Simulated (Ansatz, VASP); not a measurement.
Two plane-wave programs on SiO2

```
Si O
1.0
     4.26760    0.00000    0.00000
     0.00000    4.26760    0.00000
     0.00000    0.00000    2.60910
Si O
2 4
Direct
  0.50000 0.50000 0.50000
  0.00000 0.00000 0.00000
  0.69301 0.69301 0.00000
  0.19301 0.80699 0.50000
  0.30699 0.30699 0.00000
  0.80699 0.19301 0.50000
```

Alike in both runs: task single point; functional PBE; k mesh 6 × 6 × 8; occupations gaussian, width 0.05 eV; no spin polarisation.

|  | VASP | Ansatz |
| --- | --- | --- |
| version | VASP 6.6.1 | Ansatz 0.2.0 |
| potentials or method | VASP PAW PBE potentials, release 64 (Si, O), cutoff 520 eV | scalar-relativistic, plane waves, PAW |
| valence electrons in the cell | 32 | 32 |

```tsv
	VASP	Ansatz	Ansatz less VASP
gap on the k mesh at the Fermi level (eV)	5.44	5.46	+0.022
least direct gap on the mesh (eV)	5.44	5.46	+0.022
pressure (GPa)	7.4	7.1	-0.29
traceless stress, the component that is largest in VASP (GPa)	13.54	12.92	-0.621
rms of the force components (eV/Å)	0.054	0.069	+0.0147
```

Atom by atom the forces differ by 0.015 eV/Å (rms over components). With one functional, cell and mesh, what is left measures potentials, basis and numerics.
